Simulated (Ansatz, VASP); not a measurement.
# Two plane-wave programs on Cd

```
Cd
1.0
     0.00000    2.18876    2.18876
     2.18876    0.00000    2.18876
     2.18876    2.18876    0.00000
Cd
1
Direct
  0.00000 0.00000 0.00000
```

Alike in both runs: task relaxation of cell and atoms; functional PBEsol; k mesh 16 × 16 × 16; occupations gaussian, width 0.1 eV; no spin polarisation.

|  | VASP | Ansatz |
| --- | --- | --- |
| version | VASP 6.6.1 | Ansatz 0.2.0 |
| potentials or method | VASP PAW PBE potentials, release 64 (Cd), cutoff 600 eV | scalar-relativistic, plane waves, PAW |
| valence electrons in the cell | 12 | 20 |

```tsv
	VASP	Ansatz	Ansatz less VASP
gap on the k mesh at the Fermi level, each at its own relaxed structure (eV)	none	none	-
relaxed volume (Å³/atom)	21.07	20.97	-0.103
relaxed cell length with the largest relative difference (Å)	3.100	3.095	-0.0050
```

VASP's potentials were made for PBE, not for PBEsol. A gap of «none» marks a metal or a gap that the smearing closes. VASP's potentials hold 12 valence electrons a cell and Ansatz's 20, so a difference there can come from the potentials and not from the codes.
